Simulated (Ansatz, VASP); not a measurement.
ZnS in VASP and in Ansatz

```
Zn S
1.0
     0.00000    2.69518    2.69518
     2.69518    0.00000    2.69518
     2.69518    2.69518    0.00000
Zn S
1 1
Direct
  0.25000 0.25000 0.25000
  0.00000 0.00000 0.00000
```

Alike in both runs: task relaxation of the atoms; functional r2SCAN; k mesh 10 × 10 × 10; occupations fermi-dirac, width 0.02 eV; no spin polarisation.

|  | VASP | Ansatz |
| --- | --- | --- |
| version | VASP 6.6.1 | Ansatz 0.2.0 |
| potentials or method | VASP PAW PBE potentials, release 64 (Zn, S), cutoff 520 eV | PAW plane waves |
| valence electrons in the cell | 18 | 18 |

Ansatz gave:

```
gap on the k mesh at the Fermi level, each at its own relaxed structure (eV) : 2.70
```

Task: What did VASP give for the same quantities?

Result: gap on the k mesh at the Fermi level, each at its own relaxed structure (eV): 2.71.

VASP's potentials were made for PBE, not for r2SCAN. Ansatz's warnings: stress scf threshold loose.

Noted on VASP's run: the relaxation stopped at its first step, so nothing moved.
